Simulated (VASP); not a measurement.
# HfN (rocksalt type) (Fm-3m) in VASP: notebook

The runs below take HfN (rocksalt type) through single point, with PBE.

All numbers are computed with VASP 6.6.1; they aren't measurements. Logs are shortened: lines on timing, memory, paths and dates and some standing lists are left out, and cuts for length are marked.

### Step 1. The cell of the first run

It takes space group Fm-3m (No. 225, cubic). The conventional cell has a = 3.920 Å, b = 3.920 Å, c = 3.920 Å, α = 90.00°, β = 90.00°, γ = 90.00°. Hf (site symmetry m-3m) has 6 N at 1.96 Å within 2.6 Å. N (site symmetry m-3m) has 6 Hf at 1.96 Å within 2.6 Å.

### Step 2. Single point, PBE (volume scaled by 0.64)

Contents of INCAR:

```
PREC = Accurate ; ENCUT = 520
EDIFF = 1E-6 ; ISMEAR = -1
SIGMA = 0.1 ; LREAL = False
LASPH = True ; NELM = 100
ALGO = Normal ; ISIF = 2
LWAVE = False ; LCHARG = False
GGA = PE ; NBANDS = 14
```

Contents of KPOINTS:

```
Automatic mesh
0
Gamma
  15 15 15
```

Contents of POSCAR:

```
HfN
1.0
    0.0000000000      1.9597516033      1.9597516033
    1.9597516033      0.0000000000      1.9597516033
    1.9597516033      1.9597516033      0.0000000000
Hf N
1 1
Direct
    0.0000000000      0.0000000000      0.0000000000
    0.5000000000      0.5000000000      0.5000000000
```

Potentials or basis: VASP PAW PBE potentials, release 64 (Hf_pv, N).

Command:

```console
$ cat potpaw_PBE.64/Hf_pv/POTCAR potpaw_PBE.64/N/POTCAR > POTCAR
$ mpirun -np 1 vasp_std > vasp.out
```

OUTCAR:

```text
PREC = Accurate
   ENCUT = 520
   EDIFF = 1E-6
   ISMEAR = -1
   LREAL = False
   LASPH = True
   NELM = 100
   ISIF = 2
   GGA = PE

 ion  position               nearest neighbor table
   1  0.000  0.000  0.000-   2 1.96   2 1.96   2 1.96   2 1.96   2 1.96   2 1.96
   2  0.500  0.500  0.500-   1 1.96   1 1.96   1 1.96   1 1.96   1 1.96   1 1.96

  LATTYP: Found a face centered cubic cell.
 ALAT       =     3.9195032066

  Lattice vectors:

 A1 = (   0.0000000000,   1.9597516033,   1.9597516033)
 A2 = (   1.9597516033,   0.0000000000,   1.9597516033)
 A3 = (   1.9597516033,   1.9597516033,   0.0000000000)

Analysis of symmetry for initial positions (statically):
=====================================================================
 Subroutine PRICEL returns:
 Original cell was already a primitive cell.

 Routine SETGRP: Setting up the symmetry group for a
 face centered cubic supercell.

 Subroutine GETGRP returns: Found 48 space group operations
 (whereof 48 operations were pure point group operations)
 out of a pool of 48 trial point group operations.

The static configuration has the point symmetry O_h .

Analysis of symmetry for dynamics (positions and initial velocities):
=====================================================================
 Subroutine PRICEL returns:
 Original cell was already a primitive cell.

 Routine SETGRP: Setting up the symmetry group for a
 face centered cubic supercell.

 Subroutine GETGRP returns: Found 48 space group operations
 (whereof 48 operations were pure point group operations)
 out of a pool of 48 trial point group operations.

The dynamic configuration has the point symmetry O_h .

 Subroutine INISYM returns: Found 48 space group operations
 (whereof 48 operations are pure point group operations),
 and found     1 'primitive' translations

----------------------------------------------------------------------------------------

                                     Primitive cell

  volume of cell :      15.0533

  direct lattice vectors                    reciprocal lattice vectors
     0.000000000  1.959751603  1.959751603    -0.255134375  0.255134375  0.255134375
     1.959751603  0.000000000  1.959751603     0.255134375 -0.255134375  0.255134375
     1.959751603  1.959751603  0.000000000     0.255134375  0.255134375 -0.255134375

  length of vectors
     2.771507296  2.771507296  2.771507296     0.441905700  0.441905700  0.441905700

  position of ions in fractional coordinates (direct lattice)
     0.000000000  0.000000000  0.000000000
     0.500000000  0.500000000  0.500000000

  ion indices of the primitive-cell ions
   primitive index   ion index
                 1           1
                 2           2

----------------------------------------------------------------------------------------

 KPOINTS: Automatic mesh

Automatic generation of k-mesh.
 Grid dimensions read from file:
 generate k-points for:   15   15   15

 Generating k-lattice:

  Cartesian coordinates                     Fractional coordinates (reciprocal lattice)
    -0.017008958  0.017008958  0.017008958     0.066666667  0.000000000  0.000000000
     0.017008958 -0.017008958  0.017008958     0.000000000  0.066666667  0.000000000
     0.017008958  0.017008958 -0.017008958     0.000000000  0.000000000  0.066666667

  Length of vectors
     0.029460380  0.029460380  0.029460380

  Shift w.r.t. Gamma in fractional coordinates (k-lattice)
     0.000000000  0.000000000  0.000000000

 Subroutine IBZKPT returns following result:
 ===========================================

 Found    120 irreducible k-points:

 Following reciprocal coordinates:
            Coordinates               Weight
  0.000000  0.000000  0.000000      1.000000
  0.066667  0.000000  0.000000      8.000000
  0.133333  0.000000  0.000000      8.000000
  0.200000  0.000000  0.000000      8.000000
  0.266667  0.000000  0.000000      8.000000
  0.333333  0.000000  0.000000      8.000000
[... 16 lines left out ...]
  0.133333  0.133333  0.000000      6.000000
  0.200000  0.133333  0.000000     24.000000
 [... further k-points ...]
   k-points           NKPTS =    120   k-points in BZ     NKDIM =    120   number of bands    NBANDS=     14
   number of dos      NEDOS =    301   number of ions     NIONS =      2
   total plane-waves  NPLWV =  13824
   dimension x,y,z NGX =    24 NGY =   24 NGZ =   24
   dimension x,y,z NGXF=    48 NGYF=   48 NGZF=   48
   ions per type =               1   1
   NGX,Y,Z   is equivalent  to a cutoff of  14.40, 14.40, 14.40 a.u.
   NGXF,Y,Z  is equivalent  to a cutoff of  28.79, 28.79, 28.79 a.u.
 SYSTEM =  unknown system
   PREC   = accura    normal or accurate (medium, high low for compatibility)
   ISTART =      0    job   : 0-new  1-cont  2-samecut
   ICHARG =      2    charge: 1-file 2-atom 10-const
   ISPIN  =      1    spin polarized calculation?
   LNONCOLLINEAR =      F non collinear calculations
   LSORBIT =      F    spin-orbit coupling
   LASPH  =      T    aspherical Exc in radial PAW
   ENCUT  =  520.0 eV  38.22 Ry    6.18 a.u.   5.15  5.15  5.15*2*pi/ulx,y,z
   NELM   =    100;   NELMIN=  2; NELMDL= -5     # of ELM steps
   EDIFF  = 0.1E-05   stopping-criterion for ELM
   LREAL  =      F    real-space projection
   EDIFFG = 0.1E-04   stopping-criterion for IOM
   NSW    =      0    number of steps for IOM
   IBRION =     -1    ionic relax: 0-MD 1-quasi-New 2-CG
   NFREE  =      0    steps in history (QN), initial steepest desc. (CG)
   ISIF   =      2    stress and relaxation
   ISYM   =      2    0-nonsym 1-usesym 2-fastsym
   POTIM  = 0.5000    time-step for ionic-motion
   TEBEG  =    0.0;   TEEND  =   0.0 temperature during run
   PSTRESS=    0.0 pullay stress
   NELECT =      15.0000    total number of electrons
   NUPDOWN=      -1.0000    fix difference up-down
   EMIN   =  10.00;   EMAX   =-10.00  energy-range for DOS
   EFERMI =   0.00;   METHOD = LEGACY
   ISMEAR =    -1;   SIGMA  =   0.10  broadening in eV -4-tet -1-fermi 0-gaus
   EFERMI_NEDOS =   21; number of points for ismear=-14 and -15
   IALGO  =     38    algorithm
   IMIX   =      4    mixing-type and parameters
     AMIX     =   0.40;   BMIX     =  1.00
     AMIX_MAG =   1.60;   BMIX_MAG =  1.00
  volume/ion in A,a.u.               =       7.53        50.79
  Fermi-wavevector in a.u.,A,eV,Ry     =   1.635162  3.090009 36.378660  2.673756
  Thomas-Fermi vector in A             =   2.726681
   LORBIT       =      0    0 simple, 1 ext, 2 COOP (PROOUT), +10 PAW based schemes
   GGA     = PE    functional components
   LHFCALC =     F    Hartree Fock is set to
   AEXX    =    0.0000 exact exchange contribution
   IVDW    =     0    specifies the selected vdW correction
   LEPSILON=     F    determine dielectric tensor
   LRPA    =     F    only Hartree local field effects (RPA)
 non-spin polarized calculation
  energy-cutoff  :      520.00
  volume of cell :       15.05
 maximum number of plane-waves:       419
 NGX is ok and might be reduce to    24
   NGX = 11   NGY = 11   NGZ = 11

 number of electron      14.9999999 magnetization

 Free energy of the ion-electron system (eV)
  ---------------------------------------------------
  ext. energy  EPLUGINS =         0.00000000
  ---------------------------------------------------
  free energy    TOTEN  =       -16.46430766 eV

  energy without entropy =      -16.45247556  energy(sigma->0) =      -16.45839161

 E-fermi :  12.6022     XC(G=0): -15.1271

 val. band max:       12.5800475777   @ k =   0.1333   0.0000   0.0000
 cond. band min:      12.6278939422   @ k =  -0.1333   0.0667   0.0000
 fundamental gap:      0.0478463645
 Fermi energy:        12.6022201949

 k-point     1 :       0.0000    0.0000    0.0000
  band No.  band energies     occupation
      1     -16.7433      2.00000
      2     -16.7433      2.00000
      3     -16.7433      2.00000
      4      -7.1139      2.00000
      5       9.3252      2.00000
      6       9.3252      2.00000
      7       9.3252      2.00000
      8      11.8221      1.99918
      9      11.8221      1.99918
     10      11.8221      1.99918
     11      15.7358      0.00000
     12      15.7358      0.00000
     13      19.6725      0.00000
     14      23.3051      0.00000

 k-point     2 :       0.0667    0.0000    0.0000
  band No.  band energies     occupation
      1     -16.9851      2.00000
      2     -16.7554      2.00000
      3     -16.7554      2.00000
      4      -6.8206      2.00000
      5       8.7132      2.00000
      6       8.8063      2.00000
      7       8.8063      2.00000
      8      12.0836      1.98888
      9      12.0836      1.98888
     10      12.1034      1.98645
     11      16.3849      0.00000
     12      16.3849      0.00000
     13      19.9710      0.00000
     14      23.8800      0.00000

 k-point     3 :       0.1333    0.0000    0.0000
  band No.  band energies     occupation
      1     -17.6070      2.00000
      2     -16.7892      2.00000
      3     -16.7892      2.00000
      4      -6.0476      2.00000
      5       7.4310      2.00000
      6       7.7274      2.00000
      7       7.7274      2.00000
      8      12.5800      1.11041
      9      12.7337      0.42348
     10      12.7337      0.42348
     11      17.9694      0.00000
     12      17.9694      0.00000
     13      20.7536      0.00000
     14      25.4779      0.00000
[... 324 lines left out ...]
 k-point    23 :       0.1333    0.1333    0.0000
  band No.  band energies     occupation
      1     -17.5648      2.00000
      2     -16.9605      2.00000
      3     -16.9605      2.00000
      4      -5.8048      2.00000
      5       5.8494      2.00000
      6       8.5948      2.00000
      7       8.5948      2.00000
      8      10.4030      2.00000
      9      14.2015      0.00000
     10      14.2015      0.00000
     11      16.2254      0.00000
     12      18.6888      0.00000
     13      22.0595      0.00000
     14      26.0438      0.00000

 k-point    24 :       0.2000    0.1333    0.0000
  band No.  band energies     occupation
      1     -18.0735      2.00000
      2     -17.0602      2.00000
      3     -17.0167      2.00000
      4      -5.1705      2.00000
      5       4.9055      2.00000
      6       7.9535      2.00000
      7       8.1463      2.00000
      8      10.3489      2.00000
      9      15.1239      0.00000
     10      15.1397      0.00000
     11      17.1266      0.00000
     12      19.5526      0.00000
     13      23.4636      0.00000
     14      26.9285      0.00000

 [... further k-points ...]
[... 5 lines left out ...]
  --------------------------------------------------------------------------------------
  -------------------------------------------------------------------------------------
  Total       28.3464250     28.3464250     28.3464250      0.0000000     -0.0000000     -0.0000000
  in kB     3017.0033743   3017.0033743   3017.0033743      0.0000000     -0.0000000     -0.0000000
  external PRESSURE =    3017.0033743 kB  Pullay stress =       0.0000000 kB

 VOLUME and BASIS-vectors are now :
 -----------------------------------------------------------------------------
  energy-cutoff  :      520.00
  volume of cell :       15.05
      direct lattice vectors                 reciprocal lattice vectors
     0.000000000  1.959751603  1.959751603    -0.255134375  0.255134375  0.255134375
     1.959751603  0.000000000  1.959751603     0.255134375 -0.255134375  0.255134375
     1.959751603  1.959751603  0.000000000     0.255134375  0.255134375 -0.255134375

 POSITION                                       TOTAL-FORCE (eV/Angst)
 -----------------------------------------------------------------------------------
      0.00000      0.00000      0.00000         0.000000      0.000000      0.000000
      1.95975      1.95975      1.95975         0.000000     -0.000000      0.000000
 -----------------------------------------------------------------------------------
    total drift:                                0.000000     -0.000000     -0.000000

  FREE ENERGIE OF THE ION-ELECTRON SYSTEM (eV)
  ---------------------------------------------------
  free  energy   TOTEN  =       -16.4643076578 eV

  energy  without entropy=      -16.4524755636  energy(sigma->0) =      -16.45839161
```

Run time: 15 s. Hardware: 1 thread of AMD EPYC 9R45 (Zen 5), shared host; peak memory 0.13 GiB.

What came out:

* Free energy: -16.4643 eV
* Pressure: 301.7 GPa

Caveat: spin-orbit coupling is left out, which moves the levels of the heavy elements.

### Step 3. Single point, PBE (volume scaled by 0.64)

Contents of INCAR:

```
SYSTEM = HfN
PREC = Accurate
ENCUT = 520
EDIFF = 1E-6
ISMEAR = -1
SIGMA = 0.1
LREAL = .False.
LASPH = .True.
NELM = 100
ALGO = Normal
ISIF = 2
LWAVE = .False.
LCHARG = .False.
GGA = PE
NBANDS = 14
```

Contents of KPOINTS:

```
regular mesh
0
Gamma
  15 15 15
  0 0 0
```

POSCAR is that of step 2.

Potentials or basis: VASP PAW PBE potentials, release 64 (Hf_pv, N).

Command:

```console
$ cat potpaw_PBE.64/Hf_pv/POTCAR potpaw_PBE.64/N/POTCAR > POTCAR
$ mpirun -np 1 vasp_std > vasp.out
```

Wall time 16 s (1 thread of AMD EPYC 9R45 (Zen 5), shared host); peak memory 0.13 GiB.

Results (log left out):

| Quantity | Value |
| --- | --- |
| Free energy | -16.4643 eV |
| Pressure | 301.7 GPa |

Levels at points of the mesh, in eV from the Fermi level:
```csv
k point,band 5,band 6,band 7,band 8,band 9,band 10,band 11,band 12
"(0.00, 0.00, 0.00)",-3.28,-3.28,-3.28,-0.78,-0.78,-0.78,3.13,3.13
```

Caveat: spin-orbit coupling is left out, which moves the levels of the heavy elements.

(Continued in part 2 of 2.)
